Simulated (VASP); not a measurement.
# MgS (F-43m) in VASP: notebook

Aim: see how the results for MgS move with the level of theory and the settings. Levels: PBEsol, PBE. Tasks: vibrations by perturbation theory, dielectric tensor.

Everything below comes from runs of VASP 6.6.1. Logs are shortened: lines on timing, memory, paths and dates and some standing lists are left out, and cuts for length are marked.

## Step 1: The cell of the first run

It takes space group F-43m (No. 216, cubic). The conventional cell has a = 5.651 Å, b = 5.651 Å, c = 5.651 Å, α = 90.00°, β = 90.00°, γ = 90.00°. Mg (site symmetry -43m) has 4 S at 2.45 Å within 3.2 Å. Within 3.2 Å of S (site symmetry -43m) lie 4 Mg at 2.45 Å.

## Step 2: Vibrations by perturbation theory, PBEsol

Contents of INCAR:

```
SYSTEM = MgS
PREC = Accurate
ENCUT = 520
EDIFF = 1E-8
ISMEAR = 0
SIGMA = 0.01
LREAL = .FALSE.
LASPH = .TRUE.
NELM = 100
ALGO = Normal
ISIF = 2
LWAVE = .FALSE.
LCHARG = .FALSE.
GGA = PS
IBRION = 8
NSW = 1
LEPSILON = .TRUE.
```

Contents of KPOINTS:

```
regular mesh
0
G
  6 6 6
  0 0 0
```

Contents of POSCAR:

```
MgS
1.0
    0.0000000000      2.8256684311      2.8256684311
    2.8256684311      0.0000000000      2.8256684311
    2.8256684311      2.8256684311      0.0000000000
Mg S
1 1
Direct
    0.0000000000      0.0000000000      0.0000000000
    0.7500000000      0.7500000000      0.7500000000
```

Potentials or basis: VASP PAW PBE potentials, release 64 (Mg, S).

Run with:

```bash
$ cat potpaw_PBE.64/Mg/POTCAR potpaw_PBE.64/S/POTCAR > POTCAR
$ mpirun -np 1 vasp_std > vasp.out
```

OUTCAR:

```text
SYSTEM = MgS
   PREC = Accurate
   ENCUT = 520
   EDIFF = 1E-8
   ISMEAR = 0
   LREAL = .FALSE.
   LASPH = .TRUE.
   NELM = 100
   ISIF = 2
   GGA = PS
   IBRION = 8
   NSW = 1
   LEPSILON = .TRUE.

 ion  position               nearest neighbor table
   1  0.000  0.000  0.000-   2 2.45   2 2.45   2 2.45   2 2.45
   2  0.750  0.750  0.750-   1 2.45   1 2.45   1 2.45   1 2.45

  LATTYP: Found a face centered cubic cell.
 ALAT       =     5.6513368622

  Lattice vectors:

 A1 = (   0.0000000000,   2.8256684311,   2.8256684311)
 A2 = (   2.8256684311,   0.0000000000,   2.8256684311)
 A3 = (   2.8256684311,   2.8256684311,   0.0000000000)

Analysis of symmetry for initial positions (statically):
=====================================================================
 Subroutine PRICEL returns:
 Original cell was already a primitive cell.

 Routine SETGRP: Setting up the symmetry group for a
 face centered cubic supercell.

 Subroutine GETGRP returns: Found 24 space group operations
 (whereof 24 operations were pure point group operations)
 out of a pool of 48 trial point group operations.

The static configuration has the point symmetry T_d .

Analysis of symmetry for dynamics (positions and initial velocities):
=====================================================================
 Subroutine PRICEL returns:
 Original cell was already a primitive cell.

 Routine SETGRP: Setting up the symmetry group for a
 face centered cubic supercell.

 Subroutine GETGRP returns: Found 24 space group operations
 (whereof 24 operations were pure point group operations)
 out of a pool of 48 trial point group operations.

The dynamic configuration has the point symmetry T_d .

 Subroutine INISYM returns: Found 24 space group operations
 (whereof 24 operations are pure point group operations),
 and found     1 'primitive' translations

[... 398 lines left out ...]
     0.00000  6.17924  0.00441

 MACROSCOPIC STATIC DIELECTRIC TENSOR (including local field effects in DFT)
 ------------------------------------------------------
           4.170213     0.000000     0.000000
           0.000000     4.170213     0.000000
           0.000000     0.000000     4.170213
 ------------------------------------------------------

 PIEZOELECTRIC TENSOR (including local field effects)  for field in x, y, z        (e  Angst)
          XX          YY          ZZ          XY          YZ          ZX
  --------------------------------------------------------------------------------
  x     0.00000     0.00000    -0.00000     0.00000     1.13000     0.00000
  y     0.00000     0.00000     0.00000     0.00000     0.00000     1.13000
  z    -0.00000    -0.00000     0.00000     1.13000     0.00000     0.00000

 PIEZOELECTRIC TENSOR (including local field effects)  for field in x, y, z        (C/m^2)
          XX          YY          ZZ          XY          YZ          ZX
  --------------------------------------------------------------------------------
  x     0.00000     0.00000    -0.00000     0.00000     0.40123     0.00000
  y     0.00000     0.00000     0.00000     0.00000     0.00000     0.40123
  z    -0.00000    -0.00000     0.00000     0.40123     0.00000     0.00000

 BORN EFFECTIVE CHARGES (including local field effects) (in |e|, cummulative output)
 ---------------------------------------------------------------------------------
 ion    1
    1     1.89852     0.00000    -0.00000
    2    -0.00000     1.89852     0.00000
    3    -0.00000     0.00000     1.89852
 ion    2
    1    -1.89852    -0.00000     0.00000
    2     0.00000    -1.89852    -0.00000
    3     0.00000    -0.00000    -1.89852

 INTERNAL STRAIN TENSOR FOR ION    2 for displacements in x,y,z  (eV/Angst):
          X           Y           Z          XY          YZ          ZX
  --------------------------------------------------------------------------------
  x     0.00000     0.00000     0.00000     0.00000     6.17924     0.00000
  y    -0.00000     0.00000    -0.00000     0.00000     0.00000     6.17924
  z     0.00000     0.00000     0.00000     6.17924     0.00000     0.00000

 SECOND DERIVATIVES (NOT SYMMETRIZED)
 ------------------------------------
               1X          1Y          1Z          2X          2Y          2Z
  1X    -5.633849    0.000000    0.000000    5.633849    0.000000    0.000000
  1Y     0.000000   -5.633849    0.000000    0.000000    5.633849    0.000000
  1Z     0.000000    0.000000   -5.633849    0.000000    0.000000    5.633849
  2X     5.637511    0.000000    0.000000   -5.637511    0.000000    0.000000
  2Y     0.000000    5.637511    0.000000    0.000000   -5.637511    0.000000
  2Z     0.000000    0.000000    5.637511    0.000000    0.000000   -5.637511

 Eigenvectors and eigenvalues of the dynamical matrix
 ----------------------------------------------------

   1 f  =    9.980949 THz    62.712154 2PiTHz  332.928633 cm-1    41.277871 meV
             X         Y         Z           dx          dy          dz
      0.000000  0.000000  0.000000     0.000000    0.754108    0.000000
      4.238503  4.238503  4.238503     0.000000   -0.656750    0.000000
[... 21 lines left out ...]
   6 f/i=    0.001606 THz     0.010090 2PiTHz    0.053568 cm-1     0.006642 meV
             X         Y         Z           dx          dy          dz
      0.000000  0.000000  0.000000     0.000000    0.000000   -0.656750
      4.238503  4.238503  4.238503     0.000000    0.000000   -0.754108

--------------------------------------------------------------------------------------------------------

 MACROSCOPIC STATIC DIELECTRIC TENSOR IONIC CONTRIBUTION
 ------------------------------------------------------
           2.564823     0.000000    -0.000000
           0.000000     2.564823     0.000000
          -0.000000     0.000000     2.564823
 ------------------------------------------------------

 ELASTIC MODULI CONTR FROM IONIC RELAXATION (kBar)
 Direction    XX          YY          ZZ          XY          YZ          ZX
 --------------------------------------------------------------------------------
 XX          -0.0000     -0.0000     -0.0000     -0.0000      0.0000      0.0000
 YY          -0.0000     -0.0000     -0.0000     -0.0000     -0.0000      0.0000
 ZZ          -0.0000     -0.0000     -0.0000      0.0000     -0.0000      0.0000
 XY          -0.0000     -0.0000      0.0000   -237.1524      0.0000      0.0000
 YZ           0.0000     -0.0000     -0.0000      0.0000   -237.1524      0.0000
 ZX           0.0000      0.0000      0.0000      0.0000      0.0000   -237.1524
 --------------------------------------------------------------------------------

 PIEZOELECTRIC TENSOR IONIC CONTR  for field in x, y, z        (C/m^2)
          XX          YY          ZZ          XY          YZ          ZX
  --------------------------------------------------------------------------------
  x     0.00000    -0.00000    -0.00000     0.00000    -0.73386    -0.00000
  y     0.00000    -0.00000     0.00000    -0.00000     0.00000    -0.73386
  z    -0.00000    -0.00000     0.00000    -0.73386     0.00000    -0.00000
```

stdout:

```text
POSCAR found type information on POSCAR MgS
 POSCAR found :  2 types and       2 ions
 scaLAPACK will be used
 -----------------------------------------------------------------------------
|                                                                             |
|                                                                             |
[... 39 lines left out ...]
 first order change of Fermi-energy  -0.10064E-01
 force on displaced ion       1 direction 1 :  -5.634   0.000   0.000
 Born effective charge ion    1 direction 1 :   1.889   0.000   0.000
 Linear response progress:
 first order change of Fermi-energy   0.10534E-01
 force on displaced ion       2 direction 1 :  -5.638   0.000   0.000
 Born effective charge ion    2 direction 1 :  -1.908   0.000   0.000
 Born effective charges drift removed
 Linear response finished
```

Run time: 76 s. Hardware: 1 thread of AMD EPYC 9R45 (Zen 5), shared host; peak memory 0.19 GiB.

Results:

- Electronic dielectric tensor (diagonal): 4.17
- Born charges (mean of the diagonal): Mg +1.90; S -1.90 e
- Highest phonon frequency at Γ, LO-TO splitting left out: 333 cm⁻¹

Phonon frequencies in cm⁻¹ (negative: imaginary):
```csv
q point,frequencies
"(0.000, 0.000, 0.000)",0 0 0 333 333 333
```

Electronic dielectric tensor:
```
4.17 0.00 0.00
0.00 4.17 0.00
0.00 0.00 4.17
```

Born effective charge tensors (e):
atom 1, Mg
```
1.90 0.00 0.00
0.00 1.90 0.00
0.00 0.00 1.90
```
atom 2, S
```
-1.90  0.00  0.00
 0.00 -1.90  0.00
 0.00  0.00 -1.90
```

Caveat: the PAW data sets were made with another functional, which shifts forces and pressure a little.

## Step 3: Dielectric tensor, PBE

This run uses another cell than the first one, of 22.69 Å³/atom, 1.006 times its volume.

Contents of INCAR:

```
ALGO     = Normal         # electronic algorithm
EDIFF    = 1E-8           # SCF threshold, eV
ENCUT    = 520            # plane-wave cutoff, eV
GGA      = PE             # functional
ISIF     = 2              # what is computed and relaxed
ISMEAR   = 0              # smearing method
LASPH    = True           # aspherical terms in the spheres
LCHARG   = False          # write CHGCAR
LEPSILON = True           # dielectric tensor by DFPT
LREAL    = False          # projectors in reciprocal space
LWAVE    = False          # write WAVECAR
NELM     = 80             # most SCF steps
PREC     = Accurate       # precision mode
SIGMA    = 0.01           # smearing width, eV
```

Contents of KPOINTS:

```
k-points
0
Gamma
  6 6 6
```

Contents of POSCAR:

```
MgS
1.0
    0.0000000000      2.8308747667      2.8308747667
    2.8308747667      0.0000000000      2.8308747667
    2.8308747667      2.8308747667      0.0000000000
Mg S
1 1
Direct
    0.0000000000      0.0000000000      0.0000000000
    0.7500000000      0.7500000000      0.7500000000
```

Potentials or basis: VASP PAW PBE potentials, release 64 (Mg, S).

Run with:

```bash
$ cat potpaw_PBE.64/Mg/POTCAR potpaw_PBE.64/S/POTCAR > POTCAR
$ mpirun -np 1 vasp_std > vasp.out
```

OUTCAR:

```text
EDIFF = 1E-8
   ENCUT = 520
   GGA = PE
   ISIF = 2
   ISMEAR = 0
   LASPH = True
   LEPSILON = True
   LREAL = False
   NELM = 80
   PREC = Accurate

 ion  position               nearest neighbor table
   1  0.000  0.000  0.000-   2 2.45   2 2.45   2 2.45   2 2.45
   2  0.750  0.750  0.750-   1 2.45   1 2.45   1 2.45   1 2.45

  LATTYP: Found a face centered cubic cell.
 ALAT       =     5.6617495334

  Lattice vectors:

 A1 = (   0.0000000000,   2.8308747667,   2.8308747667)
 A2 = (   2.8308747667,   0.0000000000,   2.8308747667)
 A3 = (   2.8308747667,   2.8308747667,   0.0000000000)

Analysis of symmetry for initial positions (statically):
=====================================================================
 Subroutine PRICEL returns:
 Original cell was already a primitive cell.

 Routine SETGRP: Setting up the symmetry group for a
 face centered cubic supercell.

 Subroutine GETGRP returns: Found 24 space group operations
 (whereof 24 operations were pure point group operations)
 out of a pool of 48 trial point group operations.

The static configuration has the point symmetry T_d .

Analysis of symmetry for dynamics (positions and initial velocities):
=====================================================================
 Subroutine PRICEL returns:
 Original cell was already a primitive cell.

 Routine SETGRP: Setting up the symmetry group for a
 face centered cubic supercell.

 Subroutine GETGRP returns: Found 24 space group operations
 (whereof 24 operations were pure point group operations)
 out of a pool of 48 trial point group operations.

The dynamic configuration has the point symmetry T_d .

 Subroutine INISYM returns: Found 24 space group operations
 (whereof 24 operations are pure point group operations),
 and found     1 'primitive' translations

----------------------------------------------------------------------------------------

                                     Primitive cell

  volume of cell :      45.3724

  direct lattice vectors                    reciprocal lattice vectors
     0.000000000  2.830874767  2.830874767    -0.176623850  0.176623850  0.176623850
     2.830874767  0.000000000  2.830874767     0.176623850 -0.176623850  0.176623850
     2.830874767  2.830874767  0.000000000     0.176623850  0.176623850 -0.176623850

  length of vectors
     4.003461488  4.003461488  4.003461488     0.305921482  0.305921482  0.305921482

  position of ions in fractional coordinates (direct lattice)
     0.000000000  0.000000000  0.000000000
     0.750000000  0.750000000  0.750000000

  ion indices of the primitive-cell ions
   primitive index   ion index
                 1           1
                 2           2

----------------------------------------------------------------------------------------

 KPOINTS: k-points

Automatic generation of k-mesh.
[... 273 lines left out ...]
  band No.  band energies     occupation
      1      -9.2965      2.00000
      2      -1.4400      2.00000
      3      -0.4893      2.00000
      4      -0.1915      2.00000
      5       6.0452      0.00000
      6       7.9085      0.00000
      7      10.4578      0.00000
      8      10.4676      0.00000

  FORCE on cell =-STRESS in cart. coord.  units (eV):
  Direction    XX          YY          ZZ          XY          YZ          ZX
  --------------------------------------------------------------------------------------
  -------------------------------------------------------------------------------------
  Total        0.2646871      0.2646871      0.2646871      0.0000000      0.0000000     -0.0000000
  in kB        9.3465502      9.3465502      9.3465502      0.0000000      0.0000000     -0.0000000
  external PRESSURE =       9.3465502 kB  Pullay stress =       0.0000000 kB

 VOLUME and BASIS-vectors are now :
 -----------------------------------------------------------------------------
  energy-cutoff  :      520.00
  volume of cell :       45.37
      direct lattice vectors                 reciprocal lattice vectors
     0.000000000  2.830874767  2.830874767    -0.176623850  0.176623850  0.176623850
     2.830874767  0.000000000  2.830874767     0.176623850 -0.176623850  0.176623850
     2.830874767  2.830874767  0.000000000     0.176623850  0.176623850 -0.176623850

 POSITION                                       TOTAL-FORCE (eV/Angst)
 -----------------------------------------------------------------------------------
      0.00000      0.00000      0.00000         0.000000      0.000000      0.000000
      4.24631      4.24631      4.24631        -0.000000     -0.000000     -0.000000
 -----------------------------------------------------------------------------------
    total drift:                               -0.000000     -0.000000     -0.000000

  FREE ENERGIE OF THE ION-ELECTRON SYSTEM (eV)
  ---------------------------------------------------
  free  energy   TOTEN  =        -8.4701507186 eV

  energy  without entropy=       -8.4701507186  energy(sigma->0) =       -8.47015072

 HEAD OF MICROSCOPIC STATIC DIELECTRIC TENSOR (INDEPENDENT PARTICLE, excluding Hartree and local field effects)
 ------------------------------------------------------
           4.489610     0.000000    -0.000000
          -0.000000     4.489610    -0.000000
           0.000000    -0.000000     4.489610
 ------------------------------------------------------

 Free energy of the ion-electron system (eV)
  ---------------------------------------------------
  ---------------------------------------------------
  free energy    TOTEN  =        -0.43672114 eV

  energy without entropy =       -0.43672114

------------------------ aborting loop because EDIFF is reached ----------------------------------------

--------------------------------------- Ionic step        2  -------------------------------------------

------------------------ aborting loop because EDIFF is reached ----------------------------------------

--------------------------------------- Ionic step        3  -------------------------------------------

 Free energy of the ion-electron system (eV)
  ---------------------------------------------------
  ---------------------------------------------------
  free energy    TOTEN  =        -0.43672098 eV

  energy without entropy =       -0.43672098

------------------------ aborting loop because EDIFF is reached ----------------------------------------

 PIEZOELECTRIC TENSOR FIELD DIRECTION 3  (e Angst)
 -----------------------------------------------------------------------------
    -0.00038  1.13497  0.00000           (  0.00000 -0.03236  0.00000)
     1.13497 -0.00038  0.00000           ( -0.03236  0.00000  0.00000)
     0.00000  0.00000  0.00004           (  0.00000  0.00000  0.00000)

 PIEZOELECTRIC TENSOR FIELD DIRECTION 3  (C/m^2)
 -----------------------------------------------------------------------------
    -0.00013  0.40078  0.00000
     0.40078 -0.00013  0.00000
     0.00000  0.00000  0.00002

 MACROSCOPIC STATIC DIELECTRIC TENSOR (including local field effects in DFT)
 ------------------------------------------------------
           4.067564     0.000000    -0.000000
          -0.000000     4.067564    -0.000000
          -0.000000    -0.000000     4.067564
 ------------------------------------------------------

 PIEZOELECTRIC TENSOR (including local field effects)  for field in x, y, z        (e  Angst)
          XX          YY          ZZ          XY          YZ          ZX
  --------------------------------------------------------------------------------
  x    -0.00000     0.00000    -0.00000     0.00000     1.13720     0.00000
  y     0.00000     0.00000     0.00000     0.00000     0.00000     1.13720
  z    -0.00000     0.00000     0.00000     1.13720     0.00000    -0.00000

 PIEZOELECTRIC TENSOR (including local field effects)  for field in x, y, z        (C/m^2)
          XX          YY          ZZ          XY          YZ          ZX
  --------------------------------------------------------------------------------
  x    -0.00000     0.00000    -0.00000     0.00000     0.40156     0.00000
  y     0.00000     0.00000     0.00000     0.00000     0.00000     0.40156
  z    -0.00000     0.00000     0.00000     0.40156     0.00000    -0.00000

 BORN EFFECTIVE CHARGES (including local field effects) (in |e|, cummulative output)
 ---------------------------------------------------------------------------------
 ion    1
    1     1.90303     0.00000    -0.00000
    2    -0.00000     1.90303    -0.00000
    3    -0.00000     0.00000     1.90303
 ion    2
    1    -1.90303    -0.00000     0.00000
    2     0.00000    -1.90303     0.00000
    3     0.00000     0.00000    -1.90303
```

Wall time 48 s (1 thread of AMD EPYC 9R45 (Zen 5), shared host); peak memory 0.17 GiB.

What came out:

| Item | Value |
| --- | --- |
| Band gap on the k mesh | 3.46 eV, direct |
| Electronic dielectric tensor (diagonal) | 4.07 |
| Born charges (mean of the diagonal) | Mg +1.90; S -1.90 e |

Levels at points of the mesh, in eV from the valence-band top:
| k point | band 2 | band 3 | band 4 | band 5 | band 6 | band 7 |
| --- | --- | --- | --- | --- | --- | --- |
| (0.00, 0.00, 0.00) | 0.00 | 0.00 | 0.00 | 3.46 | 7.95 | 7.95 |
| (0.50, 0.00, 0.00) | -3.13 | -0.33 | -0.33 | 5.12 | 7.64 | 7.64 |
| (0.50, 0.50, 0.00) | -2.81 | -1.03 | -1.03 | 3.88 | 5.65 | 11.16 |

Electronic dielectric tensor:
```
4.07 0.00 0.00
0.00 4.07 0.00
0.00 0.00 4.07
```

Born effective charge tensors (e):
atom 1, Mg
```
1.90 0.00 0.00
0.00 1.90 0.00
0.00 0.00 1.90
```
atom 2, S
```
-1.90  0.00  0.00
 0.00 -1.90  0.00
 0.00  0.00 -1.90
```

A k mesh can miss the band edges.
